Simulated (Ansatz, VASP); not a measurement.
# SiB2 in VASP and in Ansatz

The input INCAR:

```
PREC = Accurate
ENCUT = 600
EDIFF = 1E-7
ISMEAR = 0
SIGMA = 0.1
LREAL = False
LASPH = True
NELM = 80
ALGO = Normal
ISIF = 3
LWAVE = False
LCHARG = False
GGA = PE
IBRION = 2
NSW = 100
EDIFFG = -0.01
```

Contents of KPOINTS:

```
Automatic mesh
0
Gamma
  16 16 16
```

The input POSCAR:

```
SiB2
1.0
    0.0000000000      2.4433506753      2.4433506753
    2.4433506753      0.0000000000      2.4433506753
    2.4433506753      2.4433506753      0.0000000000
Si B
1 2
Direct
    0.0000000000      0.0000000000      0.0000000000
    0.2500000000      0.2500000000      0.2500000000
    0.7500000000      0.7500000000      0.7500000000
```

Input for Ansatz:

```yaml
crystal:
  lattice:
    - [0.0, 2.4433506753, 2.4433506753]
    - [2.4433506753, 0.0, 2.4433506753]
    - [2.4433506753, 2.4433506753, 0.0]
  atoms:
    - { symbol: Si, position: [0.0, 0.0, 0.0] }
    - { symbol: B, position: [0.25, 0.25, 0.25] }
    - { symbol: B, position: [0.75, 0.75, 0.75] }
basis:
  ecutwfc: 420
kpoints:
  mp_grid: { grid: [16, 16, 16] }
hamiltonian:
  xc: pbe
scf:
  occupations: { method: gaussian, width: 0.1 }
output:
  forces: true
  stress: true
  eigenvalues: true
relax:
  adjacent_minimum: "off"
  f_tol: 0.01
  max_steps: 80
  cell: { stress_tol: 0.05 }
```

Change from the starting cell: species swapped into the Al2Pd type (Fm-3m, No. 225).

Alike in both runs: task relaxation of cell and atoms; functional PBE; k mesh 16 × 16 × 16; occupations gaussian, width 0.1 eV; no spin polarisation.

```csv
,VASP,Ansatz
version,VASP 6.6.1,Ansatz 0.2.0
potentials or method,"VASP PAW PBE potentials, release 64 (Si, B), cutoff 600 eV","scalar-relativistic, plane waves, PAW"
valence electrons in the cell,10,10
```

|  | VASP | Ansatz | Ansatz less VASP |
| --- | --- | --- | --- |
| gap on the k mesh at the Fermi level, each at its own relaxed structure (eV) | none | none | - |
| relaxed volume (Å³/atom) | 9.65 | 9.66 | +0.010 |
| relaxed cell length with the largest relative difference (Å) | 3.446 | 3.447 | +0.0012 |

A gap of «none» marks a metal or a gap that the smearing closes.
